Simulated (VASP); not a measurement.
# Si16HO32 (a cell with a defect) in VASP: single point with PBE

Aim: the single point of Si16HO32 (a cell with a defect) with PBE.

All numbers are computed with VASP 6.6.1; they aren't measurements. Logs are shortened: lines on timing, memory, paths and dates and some standing lists are left out, and cuts for length are marked.

**1. The cell of the first run**

The cell holds a defect, 49 atoms: a = 10.103 Å, b = 10.103 Å, c = 10.103 Å, α = 90.72°, β = 119.58°, γ = 119.58°.

**2. Single point, PBE (with an interstitial atom, then relaxed in part)**

Input file INCAR:

```
  PREC = Accurate
  ENCUT = 520
  EDIFF = 1E-6
  ISMEAR = 0
  SIGMA = 0.01
  LREAL = Auto
  LASPH = True
  NELM = 60
  ALGO = Normal
  ISIF = 2
  LWAVE = False
  LCHARG = False
  GGA = PE
  NELECT = 258.0
  NBANDS = 158
```

Input file KPOINTS:

```
Automatic mesh
0
Gamma
  2 2 2
  0.5 0.5 0.5
```

Input file POSCAR:

```
Si16HO32
1.0
    5.0832710797      5.0832710797     -7.0988988381
   -5.0832710797      5.0832710797      7.0988988381
    5.0832710797     -5.0832710797      7.0988988381
Si O H
16 32 1
Direct
    0.7156974239      0.6078487119      0.6078487119
    0.6703195896      0.0851597948      0.0851597948
    0.2243628564      0.1196661622      0.6169009544
    0.2243628564      0.6046966941      0.1074619020
    0.5169401743      0.4954453613      0.7808909929
    0.4869221250      0.9770633587      0.2767882672
    0.0136871607      0.9836551346      0.7805687620
   -0.0067143901      0.4412807032      0.2492062344
    0.5169401743      0.5214948131      0.2360491814
    0.4869221250      0.0098587664      0.7101338578
   -0.0067143901      0.0520049067      0.2440793755
    0.0136871607      0.5300320262      0.7331183987
    0.2822367576      0.6393954374      0.6250470157
    0.2822367576      0.1428413202      0.1571897419
    0.8001009055      0.1500504527      0.6500504527
    0.8298126214      0.6649063107      0.1649063107
    0.8430591513      0.5469833419      0.6244321023
    0.7776859009     -0.0020398417      0.1154774520
    0.3429553987      0.0580634607      0.6087937172
    0.3620695664      0.5561939091      0.1210320895
    0.1445404042      0.5091853140      0.4466881726
    0.1684462061      0.0339425263      0.9704928954
    0.6728109823      0.0463371282      0.4591160714
    0.6928020587      0.5767926582      0.9666467973
    0.8430591513      0.7960758094      0.7186270490
    0.7776859009      0.2797257426      0.1622084489
    0.3620695664      0.3058756573      0.7410374769
    0.3429553987      0.7848919379      0.2341616815
    0.4273540595      0.3290198248      0.1824751156
    0.3983519285      0.8226928031      0.6240145604
    0.9490839384      0.8607795293      0.2112215183
    0.9346654949      0.3402593875      0.6798686983
    0.1445404042      0.1353550902      0.1978522316
    0.1684462061      0.6345036798      0.6979533107
    0.6928020587      0.6160094005      0.2261552614
    0.6728109823      0.1264738541      0.7136949109
    0.5844420165      0.5880610465      0.4209032296
    0.5349753224      0.0376920952      0.8900936354
    0.0782699339      0.1032841393      0.4381047790
    0.1072553595      0.6036195237      0.9236518937
    0.4273540595      0.5983342347      0.7448789439
    0.3983519285      0.0756591254      0.2743373680
    0.9346654949      0.0944061074      0.7547967967
    0.9490839384      0.5883044092      0.2378624202
    0.5844420165      0.4963809700      0.6635387868
    0.5349753224      0.9972832272      0.1448816870
    0.1072553595      1.0036358358      0.6836034659
    0.0782699339      0.4749857946      0.1401651549
    0.0366646475      0.2683323237      0.2683323237
```

Potentials or basis: VASP PAW PBE potentials, release 64 (Si, O, H).

Started as:

```
> cat potpaw_PBE.64/Si/POTCAR potpaw_PBE.64/O/POTCAR potpaw_PBE.64/H/POTCAR > POTCAR
> mpirun -np 1 vasp_std > vasp.out
```

OUTCAR:

```text
PREC = Accurate
   ENCUT = 520
   EDIFF = 1E-6
   ISMEAR = 0
   LREAL = Auto
   LASPH = True
   NELM = 60
   ISIF = 2
   GGA = PE
   NELECT = 258.0

 ion  position               nearest neighbor table
   1  0.716  0.608  0.608-  45 1.62  37 1.62  17 1.62  25 1.62   9 3.11   5 3.11  12 3.14   7 3.14

   2  0.670  0.085  0.085-  46 1.63  38 1.63  18 1.63  26 1.63   8 3.04  11 3.04
   3  0.224  0.120  0.617-  39 1.61  19 1.63  47 1.63  27 1.64  10 3.10  11 3.13   7 3.13   5 3.13

   4  0.224  0.605  0.107-  48 1.61  28 1.63  40 1.63  20 1.64   6 3.10   8 3.13  12 3.13   9 3.13

   5  0.517  0.495  0.781-  24 1.61  41 1.63  45 1.63  27 1.64   1 3.11   3 3.13
   6  0.487  0.977  0.277-  46 1.61  28 1.63  42 1.63  23 1.63  14 3.09   4 3.10  15 3.14
   7  0.014  0.984  0.781-  22 1.62  47 1.62  25 1.62  43 1.63  14 3.13   3 3.13   1 3.14
   8  0.993  0.441  0.249-  21 1.65  48 1.65  26 1.66  44 1.74  49 1.99   2 3.04   4 3.13
   9  0.517  0.521  0.236-  35 1.61  29 1.63  37 1.63  20 1.64   1 3.11   4 3.13
  10  0.487  0.010  0.710-  38 1.61  19 1.63  30 1.63  36 1.63  13 3.09   3 3.10  15 3.14
  11  0.993  0.052  0.244-  33 1.65  39 1.65  18 1.66  31 1.74  49 1.99   2 3.04   3 3.13
  12  0.014  0.530  0.733-  34 1.62  40 1.62  17 1.62  32 1.63  13 3.13   4 3.13   1 3.14
  13  0.282  0.639  0.625-  21 1.60  34 1.63  41 1.63  30 1.64  10 3.09  12 3.13
  14  0.282  0.143  0.157-  33 1.60  22 1.63  29 1.63  42 1.64   6 3.09   7 3.13
  15  0.800  0.150  0.650-  43 1.62  32 1.62  23 1.63  36 1.63   6 3.14  10 3.14
  16  0.830  0.665  0.165-  44 1.63  31 1.63  24 1.65  35 1.65
  17  0.843  0.547  0.624-   1 1.62  12 1.62
  18  0.778  0.998  0.115-   2 1.63  11 1.66
  19  0.343  0.058  0.609-  10 1.63   3 1.63
  20  0.362  0.556  0.121-   9 1.64   4 1.64
  21  0.145  0.509  0.447-  13 1.60   8 1.65
  22  0.168  0.034  0.970-   7 1.62  14 1.63
[... 25 lines left out ...]
  48  0.078  0.475  0.140-   4 1.61   8 1.65
  49  0.037  0.268  0.268-  11 1.99   8 1.99

  LATTYP: Found a body centered tetragonal cell.
 ALAT       =    10.1665421594
 C/A-ratio  =     1.3965217921

  Lattice vectors:

 A1 = (   5.0832710797,  -5.0832710797,  -7.0988988381)
 A2 = (  -5.0832710797,   5.0832710797,  -7.0988988381)
 A3 = (   5.0832710797,   5.0832710797,   7.0988988381)

Analysis of symmetry for initial positions (statically):
=====================================================================
 Subroutine PRICEL returns:
 Original cell was already a primitive cell.

 Routine SETGRP: Setting up the symmetry group for a
 body centered tetragonal supercell.

 Subroutine GETGRP returns: Found  2 space group operations
 (whereof  1 operations were pure point group operations)
 out of a pool of 16 trial point group operations.

The static configuration has the point symmetry C_1 .
 The point group associated with its full space group is C_2 .

Analysis of symmetry for dynamics (positions and initial velocities):
=====================================================================
 Subroutine PRICEL returns:
 Original cell was already a primitive cell.

 Routine SETGRP: Setting up the symmetry group for a
 body centered tetragonal supercell.

 Subroutine GETGRP returns: Found  2 space group operations
 (whereof  1 operations were pure point group operations)
 out of a pool of 16 trial point group operations.

The dynamic configuration has the point symmetry C_1 .
 The point group associated with its full space group is C_2 .

 Subroutine INISYM returns: Found  2 space group operations
 (whereof  1 operations are pure point group operations),
 and found     1 'primitive' translations

----------------------------------------------------------------------------------------

                                     Primitive cell

  volume of cell :     733.7321

  direct lattice vectors                    reciprocal lattice vectors
     5.083271080  5.083271080 -7.098898838     0.098361860  0.098361860  0.000000000
    -5.083271080  5.083271080  7.098898838     0.000000000  0.098361860  0.070433459
     5.083271080 -5.083271080  7.098898838     0.098361860  0.000000000  0.070433459

  length of vectors
    10.103150719 10.103150719 10.103150719     0.139104677  0.120979038  0.120979038

  position of ions in fractional coordinates (direct lattice)
     0.715697424  0.607848712  0.607848712
     0.670319590  0.085159795  0.085159795
     0.224362856  0.119666162  0.616900954
     0.224362856  0.604696694  0.107461902
     0.516940174  0.495445361  0.780890993
     0.486922125  0.977063359  0.276788267
[... 41 lines left out ...]
     0.078269934  0.474985795  0.140165155
     0.036664647  0.268332324  0.268332324

  ion indices of the primitive-cell ions
   primitive index   ion index
                 1           1
                 2           2
                 3           3
                 4           4
                 5           5
                 6           6
[... 41 lines left out ...]
                48          48
                49          49

----------------------------------------------------------------------------------------

 KPOINTS: Automatic mesh

Automatic generation of k-mesh.
 Grid dimensions read from file:
 generate k-points for:    2    2    2

 Generating k-lattice:

  Cartesian coordinates                     Fractional coordinates (reciprocal lattice)
     0.049180930  0.049180930  0.000000000     0.500000000  0.000000000  0.000000000
     0.000000000  0.049180930  0.035216729     0.000000000  0.500000000  0.000000000
     0.049180930  0.000000000  0.035216729     0.000000000  0.000000000  0.500000000

  Length of vectors
     0.069552338  0.060489519  0.060489519

  Shift w.r.t. Gamma in fractional coordinates (k-lattice)
     0.500000000  0.500000000  0.500000000

 Subroutine IBZKPT returns following result:
 ===========================================

 Found      3 irreducible k-points:

 Following reciprocal coordinates:
            Coordinates               Weight
  0.250000  0.250000  0.250000      2.000000
 -0.250000  0.250000  0.250000      2.000000
  0.250000 -0.250000  0.250000      4.000000
   k-points           NKPTS =      3   k-points in BZ     NKDIM =      3   number of bands    NBANDS=    158
   number of dos      NEDOS =    301   number of ions     NIONS =     49
   total plane-waves  NPLWV = 512000
   dimension x,y,z NGX =    80 NGY =   80 NGZ =   80
   dimension x,y,z NGXF=   160 NGYF=  160 NGZF=  160
   ions per type =              16  32   1
   NGX,Y,Z   is equivalent  to a cutoff of  13.16, 13.16, 13.16 a.u.
   NGXF,Y,Z  is equivalent  to a cutoff of  26.33, 26.33, 26.33 a.u.
 SYSTEM =  unknown system
   PREC   = accura    normal or accurate (medium, high low for compatibility)
   ISTART =      0    job   : 0-new  1-cont  2-samecut
   ICHARG =      2    charge: 1-file 2-atom 10-const
   ISPIN  =      1    spin polarized calculation?
   LNONCOLLINEAR =      F non collinear calculations
   LSORBIT =      F    spin-orbit coupling
   LASPH  =      T    aspherical Exc in radial PAW
   ENCUT  =  520.0 eV  38.22 Ry    6.18 a.u.  18.79 18.79 18.79*2*pi/ulx,y,z
   NELM   =     60;   NELMIN=  2; NELMDL= -5     # of ELM steps
   EDIFF  = 0.1E-05   stopping-criterion for ELM
   LREAL  =      T    real-space projection
   EDIFFG = 0.1E-04   stopping-criterion for IOM
   NSW    =      0    number of steps for IOM
   IBRION =     -1    ionic relax: 0-MD 1-quasi-New 2-CG
   NFREE  =      0    steps in history (QN), initial steepest desc. (CG)
   ISIF   =      2    stress and relaxation
   ISYM   =      2    0-nonsym 1-usesym 2-fastsym
   POTIM  = 0.5000    time-step for ionic-motion
   TEBEG  =    0.0;   TEEND  =   0.0 temperature during run
   PSTRESS=    0.0 pullay stress
   NELECT =     258.0000    total number of electrons
   NUPDOWN=      -1.0000    fix difference up-down
   EMIN   =  10.00;   EMAX   =-10.00  energy-range for DOS
   EFERMI =   0.00;   METHOD = LEGACY
   ISMEAR =     0;   SIGMA  =   0.01  broadening in eV -4-tet -1-fermi 0-gaus
   EFERMI_NEDOS =   21; number of points for ismear=-14 and -15
   IALGO  =     38    algorithm
   IMIX   =      4    mixing-type and parameters
     AMIX     =   0.40;   BMIX     =  1.00
     AMIX_MAG =   1.60;   BMIX_MAG =  1.00
  volume/ion in A,a.u.               =      14.97       101.05
  Fermi-wavevector in a.u.,A,eV,Ry     =   1.155497  2.183573 18.166142  1.335174
  Thomas-Fermi vector in A             =   2.292125
   LORBIT       =      0    0 simple, 1 ext, 2 COOP (PROOUT), +10 PAW based schemes
   GGA     = PE    functional components
   LHFCALC =     F    Hartree Fock is set to
   AEXX    =    0.0000 exact exchange contribution
   IVDW    =     0    specifies the selected vdW correction
   LEPSILON=     F    determine dielectric tensor
   LRPA    =     F    only Hartree local field effects (RPA)
 non-spin polarized calculation
 Gauss-broadening in eV      SIGMA  =   0.01
  energy-cutoff  :      520.00
  volume of cell :      733.73
 maximum number of plane-waves:     19757
 NGX is ok and might be reduce to    80
   NGX = 37   NGY = 37   NGZ = 37

 number of electron     258.0000005 magnetization

 Free energy of the ion-electron system (eV)
  ---------------------------------------------------
  ext. energy  EPLUGINS =         0.00000000
  ---------------------------------------------------
  free energy    TOTEN  =      -377.51047964 eV

  energy without entropy =     -377.51047964  energy(sigma->0) =     -377.51047964

 E-fermi :   2.1762     XC(G=0):  -8.1819

 val. band max:        2.1295051857   @ k =   0.2500   0.2500   0.2500
 cond. band min:       5.6284359645   @ k =  -0.2500   0.2500   0.2500
 fundamental gap:      3.4989307789
 Fermi energy:         2.1761861753

 k-point     1 :       0.2500    0.2500    0.2500
  band No.  band energies     occupation
      1     -19.5152      2.00000
      2     -19.4109      2.00000
      3     -19.3359      2.00000
      4     -19.1851      2.00000
      5     -19.0815      2.00000
      6     -18.9495      2.00000
[... 133 lines left out ...]
    140       8.5354      0.00000
    141       8.5904      0.00000

 k-point     2 :      -0.2500    0.2500    0.2500
  band No.  band energies     occupation
      1     -19.6256      2.00000
      2     -19.3228      2.00000
      3     -19.2342      2.00000
      4     -19.2122      2.00000
      5     -19.0888      2.00000
      6     -18.9555      2.00000
[... 133 lines left out ...]
    140       8.4709      0.00000
    141       8.5130      0.00000

 k-point     3 :       0.2500   -0.2500    0.2500
  band No.  band energies     occupation
      1     -19.5837      2.00000
      2     -19.3728      2.00000
      3     -19.2742      2.00000
      4     -19.1624      2.00000
      5     -19.1098      2.00000
      6     -18.9510      2.00000
[... 133 lines left out ...]
    140       8.4566      0.00000
    141       8.5195      0.00000
 [bands above 141 left out]

------------------------ aborting loop because EDIFF is reached ----------------------------------------

  FORCE on cell =-STRESS in cart. coord.  units (eV):
  Direction    XX          YY          ZZ          XY          YZ          ZX
  --------------------------------------------------------------------------------------
  -------------------------------------------------------------------------------------
  Total        4.8837764      4.8837764      2.6430221      2.8394535     -6.3540767      6.3540767
  in kB       10.6642136     10.6642136      5.7713027      6.2002302    -13.8747612     13.8747612
  external PRESSURE =       9.0332433 kB  Pullay stress =       0.0000000 kB

 VOLUME and BASIS-vectors are now :
 -----------------------------------------------------------------------------
  energy-cutoff  :      520.00
  volume of cell :      733.73
      direct lattice vectors                 reciprocal lattice vectors
     5.083271080  5.083271080 -7.098898838     0.098361860  0.098361860  0.000000000
    -5.083271080  5.083271080  7.098898838     0.000000000  0.098361860  0.070433459
     5.083271080 -5.083271080  7.098898838     0.098361860  0.000000000  0.070433459

 POSITION                                       TOTAL-FORCE (eV/Angst)
 -----------------------------------------------------------------------------------
      3.63808      3.63808      3.54945        -0.005507     -0.005507     -0.000000
      3.40742      3.40742     -3.54945        -0.039094     -0.039094     -0.000000
      3.66808     -1.38708      3.63609        -0.003413     -0.018227     -0.005672
     -1.38708      3.66808      3.46281        -0.018227     -0.003413      0.005672
      4.07874      1.17675      5.39088         0.001193     -0.027052      0.002481
     -1.08453      6.03485      5.44435         0.008099      0.003199     -0.012654
[... 41 lines left out ...]
     -1.30412      2.09985      3.81126         0.001656     -0.000264      0.004712
      0.18638      0.18638      3.54945         0.007638      0.007638     -0.000000
 -----------------------------------------------------------------------------------
    total drift:                                0.004218      0.004220     -0.000030

  FREE ENERGIE OF THE ION-ELECTRON SYSTEM (eV)
  ---------------------------------------------------
  free  energy   TOTEN  =      -377.5104796361 eV

  energy  without entropy=     -377.5104796361  energy(sigma->0) =     -377.51047964
```

Run time: 25 min. Hardware: 1 thread of Oxide Virtual Turin-like, shared host; peak memory 1 GiB.

What came out:

```yaml
Free_energy: -377.5105 eV
Largest_force: 0.055 eV/Å
```

Forces in eV/Å, atoms in the order of the input:
```
Si  -0.006 -0.006  0.000
Si  -0.039 -0.039  0.000
Si  -0.003 -0.018 -0.006
Si  -0.018 -0.003  0.006
Si   0.001 -0.027  0.002
Si   0.008  0.003 -0.013
Si   0.019 -0.001  0.014
Si   0.004  0.000  0.008
Si  -0.027  0.001 -0.002
Si   0.003  0.008  0.013
Si   0.000  0.004 -0.008
Si  -0.001  0.019 -0.014
Si  -0.012  0.019  0.002
Si   0.019 -0.012 -0.002
Si   0.011  0.011  0.000
Si   0.011  0.011  0.000
O   -0.002 -0.006  0.010
O   -0.004 -0.010 -0.012
O   -0.004  0.002  0.008
O    0.007  0.000 -0.002
O   -0.005  0.000  0.014
O   -0.003  0.003  0.009
O   -0.001 -0.002  0.013
O    0.011  0.001  0.016
O   -0.006 -0.002 -0.010
O   -0.010 -0.004  0.012
O    0.000  0.007  0.002
O    0.002 -0.004 -0.008
O   -0.006  0.008  0.011
O    0.004 -0.002 -0.002
O   -0.014  0.030  0.035
O   -0.002  0.005  0.017
O    0.000 -0.005 -0.014
O    0.003 -0.003 -0.009
O    0.001  0.011 -0.016
O   -0.002 -0.001 -0.013
O   -0.003 -0.002 -0.011
O   -0.001  0.008 -0.013
O    0.000  0.002 -0.005
O    0.001  0.001 -0.002
O    0.008 -0.006 -0.011
O   -0.002  0.004  0.002
O    0.005 -0.002 -0.017
O    0.030 -0.014 -0.035
O   -0.002 -0.003  0.011
O    0.008 -0.001  0.013
O    0.001  0.001  0.002
O    0.002  0.000  0.005
H    0.008  0.008  0.000
```

Levels at points of the mesh, in eV from the Fermi level:
| k point | band 127 | band 128 | band 129 | band 130 | band 131 | band 132 |
| --- | --- | --- | --- | --- | --- | --- |
| (0.25, 0.25, 0.25) | -2.14 | -2.06 | -0.05 | 4.25 | 4.33 | 4.38 |

Caveat: the cell carries a net charge on a neutralising background, which shifts energy and pressure; the cell differs from its parent crystal (with an interstitial atom, then relaxed in part); the cell is charged against a uniform background, so pressure and absolute levels hang on convention.
